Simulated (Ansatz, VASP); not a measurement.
**Two plane-wave programs on CuRhSe2**

Contents of INCAR:

```
SYSTEM = CuRhSe2
PREC = Accurate
ENCUT = 520
EDIFF = 1E-6
ISMEAR = 0
SIGMA = 0.05
LREAL = .FALSE.
LASPH = .TRUE.
NELM = 150
ALGO = Normal
ISIF = 2
LWAVE = .FALSE.
LCHARG = .TRUE.
ISPIN = 2
MAGMOM = 0 4 0 0
LORBIT = 11
LMAXMIX = 4
LDAU = .TRUE.
LDAUTYPE = 2
LDAUL = -1 2 -1
LDAUU = 0 4 0
LDAUJ = 0 0 0
LDAUPRINT = 1
GGA = PE
LELF = .TRUE.
LVHAR = .TRUE.
NBANDS = 31
```

The input KPOINTS:

```
regular mesh
0
G
  6 6 6
  0 0 0
```

The input POSCAR:

```
CuRhSe2
1.0
    1.9001188900      1.0970341500      6.8981566700
   -1.9001188900      1.0970341500      6.8981566700
    0.0000000000     -2.1940683100      6.8981566700
Cu Rh Se
1 1 2
Direct
    0.5000000000      0.5000000000      0.5000000000
    0.0000000000      0.0000000000      0.0000000000
    0.2667000000      0.2667000000      0.2667000000
    0.7333000000      0.7333000000      0.7333000000
```

Input for Ansatz:

```yaml
crystal:
  lattice:
    - [1.90011889, 1.09703415, 6.89815667]
    - [-1.90011889, 1.09703415, 6.89815667]
    - [0.0, -2.19406831, 6.89815667]
  atoms:
    - { symbol: Cu, position: [0.5, 0.5, 0.5] }
    - { symbol: Rh, position: [0.0, 0.0, 0.0], spin: 4.0 }
    - { symbol: Se, position: [0.2667, 0.2667, 0.2667] }
    - { symbol: Se, position: [0.7333, 0.7333, 0.7333] }
basis:
  ecutwfc: 420
  ecutrho_ratio: 4
kpoints:
  mp_grid: { grid: [6, 6, 6] }
hamiltonian:
  xc: pbe
  hubbard: { sites: [{ site: 1, l: d, u_eff: 4.0 }] }
scf:
  occupations: { method: gaussian, width: 0.05 }
  lower_state_search: "off"
  max_iter: 150
output:
  forces: true
  stress: true
  eigenvalues: true
  populations: true
  hubbard: { sites: [{ site: 1, l: d }] }
magnetization:
  spin_polarized: true
```

Alike in both runs: task single point; functional PBE; k mesh 6 × 6 × 6; occupations gaussian, width 0.05 eV; collinear spin; Hubbard terms Rh d U = 4.0 eV.

|  | VASP | Ansatz |
| --- | --- | --- |
| version | VASP 6.6.1 | Ansatz 0.2.0 |
| potentials or method | VASP PAW PBE potentials, release 64 (Cu, Rh_pv, Se), cutoff 520 eV | scalar-relativistic, plane waves, PAW |
| valence electrons in the cell | 38 | 68 |

Ansatz gave:

| Quantity | Value |
| --- | --- |
| gap on the k mesh at the Fermi level (eV) | 0.04 |
| least direct gap on the mesh (eV) | 0.81 |
| pressure (GPa) | -9.1 |
| traceless stress, the component that is largest in VASP (GPa) | -0.91 |
| rms of the force components (eV/Å) | 0.037 |
| net moment per atom (μB) | 0.00 |

Question: Estimate VASP's values.

Answer: gap on the k mesh at the Fermi level (eV): 0.13; least direct gap on the mesh (eV): 0.89; pressure (GPa): -9.0; traceless stress, the component that is largest in VASP (GPa): -0.73; rms of the force components (eV/Å): 0.052; net moment per atom (μB): 0.00.

The programs project onto different local orbitals, so the same U acts differently, and such runs can settle in different states. Atom by atom the forces differ by 0.015 eV/Å (rms over components). VASP's potentials hold 38 valence electrons a cell and Ansatz's 68, so a difference there can come from the potentials and not from the codes. Ansatz's warnings: seeded moment not kept.
